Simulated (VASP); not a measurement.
Input of a VASP 6.6.1 run:

Contents of INCAR:

```
SYSTEM = W2Se
PREC = Accurate
ENCUT = 520
EDIFF = 1E-7
ISMEAR = 0
SIGMA = 0.1
LREAL = .FALSE.
LASPH = .TRUE.
NELM = 60
ALGO = Normal
ISIF = 2
LWAVE = .FALSE.
LCHARG = .TRUE.
GGA = PE
LELF = .TRUE.
LVHAR = .TRUE.
NBANDS = 43
```

File KPOINTS:

```
regular mesh
0
G
  12 12 4
  0 0 0
```

POSCAR

```
W2Se
1.0
    3.1807009041      0.0000000000      0.0000000000
   -1.5903504521      2.7545677848      0.0000000000
    0.0000000000      0.0000000000     12.6622845907
W Se
4 2
Direct
    0.0000000000      0.0000000000      0.5864192698
    0.0000000000      0.0000000000      0.0864192698
    0.3333333333      0.6666666667      0.7298347710
    0.6666666667      0.3333333333      0.2298347710
    0.0000000000      0.0000000000      0.3775905292
    0.0000000000      0.0000000000      0.8775905292
```

Potentials or basis: VASP PAW PBE potentials, release 64 (W_sv, Se).

The run is started by

```sh
$ cat potpaw_PBE.64/W_sv/POTCAR potpaw_PBE.64/Se/POTCAR > POTCAR
$ mpirun -np 1 vasp_std > vasp.out
```

**Question.** Predict the largest force.

**Answer.** 0.035 eV/Å.

**Question.** Predict the pressure.

**Answer.** 0.4 GPa.

**Question.** What does it give for the band gap on the k mesh?

**Answer.** Zero (bands 34 and 35 overlap by 0.37 eV).

Forces on the atoms (eV/Å):
```
W    0.000  0.000 -0.035
W    0.000  0.000 -0.035
W    0.000  0.000  0.015
W    0.000  0.000  0.015
Se   0.000  0.000  0.020
Se   0.000  0.000  0.020
```

Caveat: spin-orbit coupling is left out, which moves the levels of the heavy elements.
